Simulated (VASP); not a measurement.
A run of VASP 6.6.1:

Contents of INCAR:

```
SYSTEM = Cd2Si
  PREC = Accurate
  ENCUT = 520
  EDIFF = 1E-7
  ISMEAR = 0
  SIGMA = 0.05
  LREAL = .FALSE.
  LASPH = .TRUE.
  NELM = 100
  ALGO = Normal
  ISIF = 2
  LWAVE = .FALSE.
  LCHARG = .FALSE.
  GGA = CA
  NBANDS = 21
```

File KPOINTS:

```
regular mesh
0
G
  8 8 8
  0 0 0
```

POSCAR

```
Cd2Si
1.0
    0.0000000000      2.3613173000      7.0944219000
    1.7407272100      0.0000000000      7.0944219000
    1.7407272100      2.3613173000      0.0000000000
Cd Si
2 1
Direct
    0.3386310000      0.3386310000      0.6613690000
    0.6613690000      0.6613690000      0.3386310000
    0.0000000000      0.0000000000      0.0000000000
```

Potentials or basis: VASP PAW LDA potentials, release 64 (Cd, Si).

Command:

```bash
$ cat potpaw_LDA.64/Cd/POTCAR potpaw_LDA.64/Si/POTCAR > POTCAR
$ mpirun -np 1 vasp_std > vasp.out
```

Hardware: 1 thread of Intel(R) Xeon(R) Platinum 8559C (Emerald Rapids) (shared host).

Q: Estimate the wall time of this run.

A: It took 110 s on 1 thread of Intel(R) Xeon(R) Platinum 8559C (Emerald Rapids), with other jobs on the host, peak memory 0.27 GiB. Counts: scf iterations 12, k points 95.
